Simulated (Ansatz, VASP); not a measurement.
# ZnS in VASP and in Ansatz

POSCAR

```
ZnS
1.0
   -2.7046500000     -2.7046500000      0.0000000000
    2.7046500000     -2.7046500000      0.0000000000
    0.0000000000      0.0000000000     12.8186000000
Zn S
4 4
Direct
    0.0000000000      0.0000000000      0.7912281762
    0.5000000000      0.5000000000      0.1582456352
    0.0000000000      0.0000000000      0.3692398156
    0.5000000000      0.5000000000      0.5802339959
    0.5000000000      0.0000000000      0.2637427254
    0.0000000000      0.5000000000      0.4747369057
    0.5000000000      0.0000000000      0.6857310861
    0.0000000000      0.5000000000      0.0527485451
```

INCAR.step1

```
SYSTEM = ZnS
PREC     = Accurate       ! precision mode
ENCUT    = 520            ! plane-wave cutoff, eV
ISMEAR   = 0              ! smearing method
SIGMA    = 0.05           ! smearing width, eV
LREAL    = .FALSE.        ! projectors in reciprocal space
LASPH    = .TRUE.         ! aspherical terms in the spheres
NELM     = 60             ! most SCF steps
NBANDS   = 46             ! bands
GGA      = PE             ! functional
ALGO     = Normal         ! electronic algorithm
EDIFF    = 1E-4           ! SCF threshold, eV
LWAVE    = .TRUE.         ! write WAVECAR
LCHARG   = .FALSE.        ! write CHGCAR
```

Contents of INCAR.step2:

```
SYSTEM = ZnS
PREC     = Accurate       ! precision mode
ENCUT    = 520            ! plane-wave cutoff, eV
EDIFF    = 1E-7           ! SCF threshold, eV
ISMEAR   = 0              ! smearing method
SIGMA    = 0.05           ! smearing width, eV
LREAL    = .FALSE.        ! projectors in reciprocal space
LASPH    = .TRUE.         ! aspherical terms in the spheres
NELM     = 60             ! most SCF steps
ALGO     = Normal         ! electronic algorithm
ISIF     = 2              ! what is computed and relaxed
LWAVE    = .FALSE.        ! write WAVECAR
LCHARG   = .FALSE.        ! write CHGCAR
METAGGA  = R2SCAN         ! meta-GGA
LMIXTAU  = .TRUE.       
NBANDS   = 46             ! bands
ISTART   = 1
```

Contents of KPOINTS:

```
regular mesh
0
G
  6 6 2
  0 0 0
```

Input for Ansatz:

```yaml
crystal:
  lattice:
    - [-2.70465, -2.70465, 0.0]
    - [2.70465, -2.70465, 0.0]
    - [0.0, 0.0, 12.8186]
  atoms:
    - { symbol: Zn, position: [0.0, 0.0, 0.7912281762] }
    - { symbol: Zn, position: [0.5, 0.5, 0.1582456352] }
    - { symbol: Zn, position: [0.0, 0.0, 0.3692398156] }
    - { symbol: Zn, position: [0.5, 0.5, 0.5802339959] }
    - { symbol: S, position: [0.5, 0.0, 0.2637427254] }
    - { symbol: S, position: [0.0, 0.5, 0.4747369057] }
    - { symbol: S, position: [0.5, 0.0, 0.6857310861] }
    - { symbol: S, position: [0.0, 0.5, 0.0527485451] }
basis:
  ecutwfc: 500
kpoints:
  mp_grid: { grid: [6, 6, 2] }
hamiltonian:
  xc: r2scan
scf:
  occupations: { method: gaussian, width: 0.05 }
output:
  forces: true
  stress: true
  eigenvalues: true
```

Alike in both runs: task single point; functional r2SCAN; k mesh 6 × 6 × 2; occupations gaussian, width 0.05 eV; no spin polarisation.

|  | VASP | Ansatz |
| --- | --- | --- |
| version | VASP 6.6.1 | Ansatz 0.2.0 |
| potentials or method | VASP PAW PBE potentials, release 64 (Zn, S), cutoff 520 eV | scalar-relativistic, plane waves, PAW |
| valence electrons in the cell | 72 | 72 |

Ansatz gave:

```
gap on the k mesh at the Fermi level (eV)                     : none
pressure (GPa)                                                : -2.2
traceless stress, the component that is largest in VASP (GPa) : -1.74
rms of the force components (eV/Å)                            : 0.371
```

Question: What did VASP give for the same quantities?

Answer: gap on the k mesh at the Fermi level (eV): none; pressure (GPa): -2.1; traceless stress, the component that is largest in VASP (GPa): -1.77; rms of the force components (eV/Å): 0.372.

VASP's potentials were made for PBE, not for r2SCAN. Atom by atom the forces differ by 0.006 eV/Å (rms over components). A gap of «none» marks a metal or a gap that the smearing closes. The functional is the same, so the differences come from potentials, cutoffs and numerics.
